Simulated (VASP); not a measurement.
# GaP2 (I4_122) in VASP: single point with PBE

Aim: the single point of GaP2 with PBE.

Program: VASP 6.6.1. These are calculated values, not measurements. Logs are shortened: lines on timing, memory, paths and dates and some standing lists are left out, and cuts for length are marked.

### Step 1. The cell of the first run

Symmetry: I4_122, No. 98, tetragonal system. Conventional cell: a = 7.378 Å, b = 7.378 Å, c = 4.619 Å, α = 90.00°, β = 90.00°, γ = 90.00°. Within 3.5 Å of Ga (site symmetry 222) lie 8 P at 2.58 to 3.46 Å. Ga (site symmetry 222) has 8 P at 2.58 to 3.46 Å within 3.5 Å. Within 3.0 Å of P (site symmetry 2) lie 2 P at 2.24 Å and 2 Ga at 2.58 Å.

### Step 2. Single point, PBE

Input file INCAR:

```
SYSTEM = GaP2
PREC = Accurate
ENCUT = 520
EDIFF = 1E-7
ISMEAR = 0
SIGMA = 0.2
LREAL = .FALSE.
LASPH = .TRUE.
NELM = 60
ALGO = Normal
ISIF = 2
LWAVE = .FALSE.
LCHARG = .FALSE.
GGA = PE
NBANDS = 58
```

Input file KPOINTS:

```
regular mesh
0
G
  6 6 2
  0 0 0
```

Input file POSCAR:

```
GaP2
1.0
    0.0000000000      0.0000000000      4.6189473653
    3.6890841406     -3.6890841406     -2.3094736827
    7.3781682812      7.3781682812      0.0000000000
Ga P
4 8
Direct
    0.0000000000      0.5000000000      0.2500000000
    0.5000000000      0.5000000000      0.7500000000
    0.5000000000      1.0000000000      0.5000000000
    0.0000000000      0.0000000000      0.0000000000
    0.2170586436      0.1841172872      0.3420586436
    0.7170586436      0.1841172872      0.8420586436
    0.7829413564      0.8158827128      0.3420586436
    0.2829413564      0.8158827128      0.8420586436
    0.5329413564      0.8158827128      0.1579413564
    0.0329413564      0.8158827128      0.6579413564
    0.4670586436      0.1841172872      0.1579413564
    0.9670586436      0.1841172872      0.6579413564
```

Potentials or basis: VASP PAW PBE potentials, release 64 (Ga_d, P).

The run is started by

```bash
$ cat potpaw_PBE.64/Ga_d/POTCAR potpaw_PBE.64/P/POTCAR > POTCAR
$ mpirun -np 1 vasp_std > vasp.out
```

OUTCAR:

```text
SYSTEM = GaP2
   PREC = Accurate
   ENCUT = 520
   EDIFF = 1E-7
   ISMEAR = 0
   LREAL = .FALSE.
   LASPH = .TRUE.
   NELM = 60
   ISIF = 2
   GGA = PE

 ion  position               nearest neighbor table
   1  0.000  0.500  0.250-   9 2.58  11 2.58   7 2.58   5 2.58
   2  0.500  0.500  0.750-  10 2.58  12 2.58   8 2.58   6 2.58
   3  0.500  0.000  0.500-  10 2.58  12 2.58   5 2.58   7 2.58
   4  0.000  0.000  0.000-   9 2.58  11 2.58   6 2.58   8 2.58
   5  0.217  0.184  0.342-   7 2.24  11 2.24   3 2.58   1 2.58
   6  0.717  0.184  0.842-   8 2.24  12 2.24   4 2.58   2 2.58
   7  0.783  0.816  0.342-   5 2.24   9 2.24   3 2.58   1 2.58
   8  0.283  0.816  0.842-   6 2.24  10 2.24   4 2.58   2 2.58
   9  0.533  0.816  0.158-   7 2.24  11 2.24   1 2.58   4 2.58
  10  0.033  0.816  0.658-   8 2.24  12 2.24   2 2.58   3 2.58
  11  0.467  0.184  0.158-   5 2.24   9 2.24   1 2.58   4 2.58
  12  0.967  0.184  0.658-   6 2.24  10 2.24   2 2.58   3 2.58

  LATTYP: Found a base centered orthorhombic cell.
 ALAT       =     4.6189473653
 B/A-ratio  =     2.2590224186
 C/A-ratio  =     2.2590224186

  Lattice vectors:

 A1 = (  -3.6890841406,   3.6890841406,   2.3094736827)
 A2 = (   3.6890841406,  -3.6890841406,   2.3094736826)
 A3 = (   7.3781682812,   7.3781682812,   0.0000000000)

Analysis of symmetry for initial positions (statically):
=====================================================================
 Subroutine PRICEL returns following result:

  LATTYP: Found a body centered tetragonal cell.
 ALAT       =     7.3781682812
 C/A-ratio  =     0.6260290074

  Lattice vectors:

 A1 = (  -3.6890841406,   3.6890841406,  -2.3094736826)
 A2 = (   3.6890841406,  -3.6890841406,  -2.3094736827)
 A3 = (  -3.6890841406,  -3.6890841406,   2.3094736827)

   2 primitive cells build up your supercell.

 Routine SETGRP: Setting up the symmetry group for a
 base centered orthorhombic supercell.

 Subroutine GETGRP returns: Found  4 space group operations
 (whereof  4 operations were pure point group operations)
 out of a pool of  8 trial point group operations.

The static configuration has the point symmetry D_2 .

Analysis of symmetry for dynamics (positions and initial velocities):
=====================================================================
 Subroutine PRICEL returns following result:

  LATTYP: Found a body centered tetragonal cell.
 ALAT       =     7.3781682812
 C/A-ratio  =     0.6260290074

[... 134 lines left out ...]
   NELECT =      92.0000    total number of electrons
   NUPDOWN=      -1.0000    fix difference up-down
   EMIN   =  10.00;   EMAX   =-10.00  energy-range for DOS
   EFERMI =   0.00;   METHOD = LEGACY
   ISMEAR =     0;   SIGMA  =   0.20  broadening in eV -4-tet -1-fermi 0-gaus
   EFERMI_NEDOS =   21; number of points for ismear=-14 and -15
   IALGO  =     38    algorithm
   IMIX   =      4    mixing-type and parameters
     AMIX     =   0.40;   BMIX     =  1.00
     AMIX_MAG =   1.60;   BMIX_MAG =  1.00
  volume/ion in A,a.u.               =      20.95       141.40
  Fermi-wavevector in a.u.,A,eV,Ry     =   1.170911  2.212702 18.654046  1.371034
  Thomas-Fermi vector in A             =   2.307363
   LORBIT       =      0    0 simple, 1 ext, 2 COOP (PROOUT), +10 PAW based schemes
   GGA     = PE    functional components
   LHFCALC =     F    Hartree Fock is set to
   AEXX    =    0.0000 exact exchange contribution
   IVDW    =     0    specifies the selected vdW correction
   LEPSILON=     F    determine dielectric tensor
   LRPA    =     F    only Hartree local field effects (RPA)
 non-spin polarized calculation
 Gauss-broadening in eV      SIGMA  =   0.20
  energy-cutoff  :      520.00
  volume of cell :      251.44
 maximum number of plane-waves:      6803
 NGX is ok and might be reduce to    36
   NGX = 17   NGY = 21   NGZ = 39

 number of electron      91.9999935 magnetization

 Free energy of the ion-electron system (eV)
  ---------------------------------------------------
  ext. energy  EPLUGINS =         0.00000000
  ---------------------------------------------------
  free energy    TOTEN  =       -54.88601146 eV

  energy without entropy =      -54.81590465  energy(sigma->0) =      -54.85095805

 E-fermi :   5.6129     XC(G=0):  -9.6313

 val. band max:        5.5698150042   @ k =   0.1667   0.1667   0.0000
 cond. band min:       5.6621320554   @ k =   0.1667   0.3333   0.5000
 fundamental gap:      0.0923170512
 Fermi energy:         5.6129390845

 k-point     1 :       0.0000    0.0000    0.0000
  band No.  band energies     occupation
      1      -9.7575      2.00000
      2      -9.7093      2.00000
      3      -9.6702      2.00000
      4      -9.6584      2.00000
      5      -9.6509      2.00000
      6      -9.6509      2.00000
[... 1453 lines left out ...]
     57       8.6642      0.00000
     58       8.6665      0.00000

 [... further k-points ...]

------------------------ aborting loop because EDIFF is reached ----------------------------------------

  FORCE on cell =-STRESS in cart. coord.  units (eV):
  Direction    XX          YY          ZZ          XY          YZ          ZX
  --------------------------------------------------------------------------------------
  -------------------------------------------------------------------------------------
  Total       -0.3089653     -0.3089653     -0.2086389      0.1329845     -0.0000000      0.0000000
  in kB       -1.9687027     -1.9687027     -1.3294308      0.8473670     -0.0000000      0.0000000
  external PRESSURE =      -1.7556120 kB  Pullay stress =       0.0000000 kB

 VOLUME and BASIS-vectors are now :
 -----------------------------------------------------------------------------
  energy-cutoff  :      520.00
  volume of cell :      251.44
      direct lattice vectors                 reciprocal lattice vectors
     0.000000000  0.000000000  4.618947365     0.067767497 -0.067767497  0.216499544
     3.689084141 -3.689084141 -2.309473683     0.135534995 -0.135534995  0.000000000
     7.378168281  7.378168281  0.000000000     0.067767497  0.067767497  0.000000000

 POSITION                                       TOTAL-FORCE (eV/Angst)
 -----------------------------------------------------------------------------------
      3.68908      0.00000     -1.15474         0.000000      0.000000      0.000000
      7.37817      3.68908      1.15474         0.000000      0.000000      0.000000
      3.68908      3.68908      2.30947         0.000000      0.000000      0.000000
      0.00000      0.00000      0.00000         0.000000      0.000000      0.000000
      3.20299      1.84454      0.57737        -0.059990     -0.001190      0.023240
      6.89207      5.53363      2.88684        -0.059990     -0.001190      0.023240
      5.53363     -0.48609      1.73211        -0.001190     -0.059990     -0.023240
      9.22271      3.20299     -0.57737        -0.001190     -0.059990     -0.023240
      4.17518     -1.84454      0.57737         0.059990      0.001190      0.023240
      7.86426      1.84454     -1.73211         0.059990      0.001190      0.023240
      1.84454      0.48609      1.73211         0.001190      0.059990     -0.023240
      5.53363      4.17518      4.04158         0.001190      0.059990     -0.023240
 -----------------------------------------------------------------------------------
    total drift:                               -0.000001     -0.000001      0.000001

  FREE ENERGIE OF THE ION-ELECTRON SYSTEM (eV)
  ---------------------------------------------------
  free  energy   TOTEN  =       -54.8860114628 eV

  energy  without entropy=      -54.8159046471  energy(sigma->0) =      -54.85095805
```

stdout:

```text
POSCAR found type information on POSCAR GaP
 POSCAR found :  2 types and      12 ions
 scaLAPACK will be used
 LDA part: xc-table for (Slater+PW92), standard interpolation
 POSCAR, INCAR and KPOINTS ok, starting setup
 FFT: planning ... GRIDC
 FFT: planning ... GRID_SOFT
 FFT: planning ... GRID
 WAVECAR not read
 entering main loop
```

Wall time 15 min (1 thread of Intel Xeon 8259CL, shared host); peak memory 0.48 GiB.

Results:

- Free energy: -54.8860 eV
- Pressure: -0.2 GPa
- Largest force: 0.064 eV/Å
- Band gap on the k mesh: zero (bands 46 and 47 overlap by 0.97 eV)

Forces on the atoms (eV/Å):
```
Ga   0.000  0.000  0.000
Ga   0.000  0.000  0.000
Ga   0.000  0.000  0.000
Ga   0.000  0.000  0.000
P   -0.060 -0.001  0.023
P   -0.060 -0.001  0.023
P   -0.001 -0.060 -0.023
P   -0.001 -0.060 -0.023
P    0.060  0.001  0.023
P    0.060  0.001  0.023
P    0.001  0.060 -0.023
P    0.001  0.060 -0.023
```

Stress tensor (GPa, compression positive):
```
-0.20  0.08  0.00
 0.08 -0.20  0.00
 0.00  0.00 -0.13
```

The gap in the log of VASP goes by the Fermi energy; the results here count the filled bands.